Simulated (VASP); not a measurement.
Ir, 1 atom in the cell. It takes space group Immm (No. 71, orthorhombic). Conventional cell: a = 2.641 Å, b = 2.833 Å, c = 3.290 Å, α = 90.00°, β = 90.00°, γ = 90.00°. Within 3.4 Å of Ir (site symmetry mmm) lie 14 Ir at 2.54 to 3.29 Å.  This cell differs from its parent crystal: engineering shear strain xy -0.0700, normal strain along z -0.1500.

```yaml
Program: VASP 6.6.1
Task: single point
Functional: PBE
Potentials_or_basis: VASP PAW PBE potentials, release 64 (Ir)
Cutoff: 520 eV
k_mesh: 20 × 20 × 20
Occupations: gaussian, width 0.15 eV
Spin: no spin polarisation
Dipole_correction: no
Further_INCAR_settings: ALGO = Fast; EDIFF = 1e-06; NBANDS = 10
```

Potentials or basis: VASP PAW PBE potentials, release 64 (Ir).

Launch:

```bash
$ cat potpaw_PBE.64/Ir/POTCAR > POTCAR
$ mpirun -np 1 vasp_std > vasp.out
```

Hardware: 1 thread of Intel Xeon 8259CL (shared host).

How long does it take, and how much memory?

Wall time 3.7 min on 1 thread of Intel Xeon 8259CL (shared host), peak memory 0.27 GiB. Counts: scf iterations 15, k points 1166.
